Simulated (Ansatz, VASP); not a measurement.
# One calculation of MoS2, two programs

File INCAR:

```
SYSTEM = MoS2
ALGO = Normal ; EDIFF = 1E-6
EDIFFG = -0.003 ; ENCUT = 520
IBRION = 2 ; ISIF = 2
ISMEAR = 0 ; LASPH = .TRUE.
LCHARG = .FALSE. ; LREAL = .FALSE.
LWAVE = .FALSE. ; NELM = 60
NSW = 80 ; PREC = Accurate
SIGMA = 0.01
```

KPOINTS

```
k-points
0
G
  10 10 3
  0 0 0
```

POSCAR

```
MoS2
1.0
    3.1690000000      0.0000000000      0.0000000000
   -1.5845000000      2.7444345046      0.0000000000
    0.0000000000      0.0000000000     12.3240000000
Mo S
2 4
Direct
    0.3333333333      0.6666666667      0.2500000000
    0.6666666667      0.3333333333      0.7500000000
    0.3333333333      0.6666666667      0.6230000000
    0.6666666667      0.3333333333      0.1230000000
    0.3333333333      0.6666666667      0.8770000000
    0.6666666667      0.3333333333      0.3770000000
```

Input for Ansatz:

```yaml
crystal:
  lattice:
    - [3.169, 0.0, 0.0]
    - [-1.5845, 2.7444345046, 0.0]
    - [0.0, 0.0, 12.324]
  atoms:
    - { symbol: Mo, position: [0.3333333333, 0.6666666667, 0.25] }
    - { symbol: Mo, position: [0.6666666667, 0.3333333333, 0.75] }
    - { symbol: S, position: [0.3333333333, 0.6666666667, 0.623] }
    - { symbol: S, position: [0.6666666667, 0.3333333333, 0.123] }
    - { symbol: S, position: [0.3333333333, 0.6666666667, 0.877] }
    - { symbol: S, position: [0.6666666667, 0.3333333333, 0.377] }
scf:
  occupations: { method: fixed }
output:
  forces: true
  stress: true
  eigenvalues: true
  write_density: true
  write_potential: true
  elf: true
  volumetric_format: npy
kpoints:
  mp_grid: { grid: [10, 10, 3] }
hamiltonian:
  xc: lda
relax:
  f_tol: 0.003
  max_steps: 60
```

Alike in both runs: task relaxation of the atoms; functional LDA; k mesh 10 × 10 × 3; no spin polarisation.

|  | VASP | Ansatz |
| --- | --- | --- |
| version | VASP 6.6.1 | Ansatz 0.2.0 |
| potentials or method | VASP PAW LDA potentials, release 64 (Mo_sv, S) | scalar-relativistic, plane waves, PAW |
| plane-wave cutoff (eV) | 520 | 420 |
| occupations | gaussian, width 0.01 eV | fixed |
| valence electrons in the cell | 52 | 52 |

|  | VASP | Ansatz | Ansatz less VASP |
| --- | --- | --- | --- |
| gap on the k mesh at the Fermi level, each at its own relaxed structure (eV) | 0.88 | 0.87 | -0.011 |

LDA's correlation is that of Perdew and Zunger in VASP and of Perdew and Wang (1992) in Ansatz. Ansatz's warnings: stress scf threshold loose.
